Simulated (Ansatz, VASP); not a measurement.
## Two plane-wave programs on TiO2

```
CELL_PARAMETERS angstrom
-2.95365 3.25040 3.25040
2.95365 -3.25040 3.25040
2.95365 3.25040 -3.25040
ATOMIC_POSITIONS crystal
Ti 0.50000 0.75000 0.75000
Ti 0.50000 0.25000 0.25000
Ti 0.00000 0.00000 0.50000
Ti 0.00000 0.50000 0.00000
O 0.30461 0.30461 0.50000
O 0.19539 0.25000 0.94539
O 0.30461 0.80461 0.00000
O 0.80461 0.25000 0.55461
O 0.19539 0.75000 0.44539
O 0.80461 0.75000 0.05461
O 0.69539 0.19539 0.00000
O 0.69539 0.69539 0.50000
```

Alike in both runs: task single point; functional r2SCAN; k mesh 6 × 6 × 6; occupations gaussian, width 0.02 eV; no spin polarisation.

|  | VASP | Ansatz |
| --- | --- | --- |
| version | VASP 6.6.1 | Ansatz 0.2.0 |
| potentials or method | VASP PAW PBE potentials, release 64 (Ti_sv, O), cutoff 520 eV | scalar-relativistic, plane waves, PAW |
| valence electrons in the cell | 96 | 96 |

Ansatz gave:

* gap on the k mesh at the Fermi level (eV): 2.22
* least direct gap on the mesh (eV): 2.22

Task: What did VASP give for the same quantities?

Result: gap on the k mesh at the Fermi level (eV): 2.23; least direct gap on the mesh (eV): 2.23.

VASP's potentials were made for PBE, not for r2SCAN. The functional is the same, so the differences come from potentials, cutoffs and numerics.
